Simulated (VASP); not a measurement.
Wanted: the native input for a VASP 6.6.1 run.

| Quantity | Value |
| --- | --- |
| Task | single point |
| Functional | PBEsol |
| Potentials or basis | VASP PAW PBE potentials, release 64 (V_sv) |
| Cutoff | 520 eV |
| k mesh | 17 × 17 × 17 |
| Occupations | fermi-dirac, width 0.1 eV |
| Spin | no spin polarisation |
| Dipole correction | no |
| Further INCAR settings | ALGO = Normal; EDIFF = 1e-07; NBANDS = 12 |

The structure of V lies in POSCAR:

```
V
1.0
    2.4130991335      0.0000000000      0.0000000000
    0.0000000000      2.4130991335      0.0000000000
    0.0000000000      0.0000000000      2.4130991335
V
1
Direct
    0.0000000000      0.0000000000      0.0000000000
```

These files were run (other wordings do the same):

INCAR

```
SYSTEM = V
PREC     = Accurate       ! precision mode
ENCUT    = 520            ! plane-wave cutoff, eV
EDIFF    = 1E-7           ! SCF threshold, eV
ISMEAR   = -1             ! smearing method
SIGMA    = 0.1            ! smearing width, eV
LREAL    = .False.        ! projectors in reciprocal space
LASPH    = .True.         ! aspherical terms in the spheres
NELM     = 100            ! most SCF steps
ALGO     = Normal         ! electronic algorithm
ISIF     = 2              ! what is computed and relaxed
LWAVE    = .False.        ! write WAVECAR
LCHARG   = .False.        ! write CHGCAR
GGA      = PS             ! functional
NBANDS   = 12             ! bands
```

KPOINTS

```
regular mesh
0
Gamma
  17 17 17
  0 0 0
```

Potentials or basis: VASP PAW PBE potentials, release 64 (V_sv).

The run is started by

```sh
$ cat potpaw_PBE.64/V_sv/POTCAR > POTCAR
$ mpirun -np 1 vasp_std > vasp.out
```

Results of the run:

The pressure is 0.3 GPa.

Caveat: the PAW data sets were made with another functional, which shifts forces and pressure a little.

Run time: 10 s on 1 thread of Intel Xeon 6975P-C (shared host), peak memory 0.14 GiB.
